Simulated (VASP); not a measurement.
A run of VASP 6.6.1:

The input POSCAR:

```
TiCo
1.0
    2.9887219807      0.0000000000      0.0000000000
    0.0000000000      2.9887219807      0.0000000000
    0.0000000000      0.0000000000      2.9887219807
Ti Co
1 1
Direct
    0.0000000000      0.0000000000      0.0000000000
    0.5000000000      0.5000000000      0.5000000000
```

INCAR.step1

```
SYSTEM = TiCo
PREC = Accurate
ENCUT = 520
ISMEAR = 0
SIGMA = 0.05
LREAL = .FALSE.
LASPH = .TRUE.
NELM = 150
ISPIN = 2
MAGMOM = 0.5 0.5
LMAXMIX = 4
NBANDS = 22
GGA = PE
ALGO = Normal
EDIFF = 1E-4
LWAVE = .TRUE.
LCHARG = .FALSE.
```

The input INCAR.step2:

```
SYSTEM = TiCo
PREC = Accurate
ENCUT = 520
EDIFF = 1E-7
ISMEAR = 0
SIGMA = 0.05
LREAL = .FALSE.
LASPH = .TRUE.
NELM = 150
ALGO = Normal
ISIF = 2
LWAVE = .FALSE.
LCHARG = .FALSE.
ISPIN = 2
MAGMOM = 0.5 0.5
LORBIT = 11
LMAXMIX = 4
METAGGA = R2SCAN
LMIXTAU = .TRUE.
NBANDS = 22
ISTART = 1
```

File KPOINTS:

```
Automatic mesh
0
G
  12 12 12
  0 0 0
```

Potentials or basis: VASP PAW PBE potentials, release 64 (Ti_sv, Co).

Command:

```bash
$ cat potpaw_PBE.64/Ti_sv/POTCAR potpaw_PBE.64/Co/POTCAR > POTCAR
$ cp INCAR.step1 INCAR
$ mpirun -np 1 vasp_std > vasp.out
$ cp INCAR.step2 INCAR
$ mpirun -np 1 vasp_std > vasp.out
```

Hardware: 1 thread of AMD EPYC 9R45 96-Core Processor (Zen 5), on a shared host.

How long does it take, and how much memory?

It took 4.6 min on 1 thread of AMD EPYC 9R45 96-Core Processor (Zen 5), on a shared host, peak memory 0.18 GiB. Counts: k points 84.
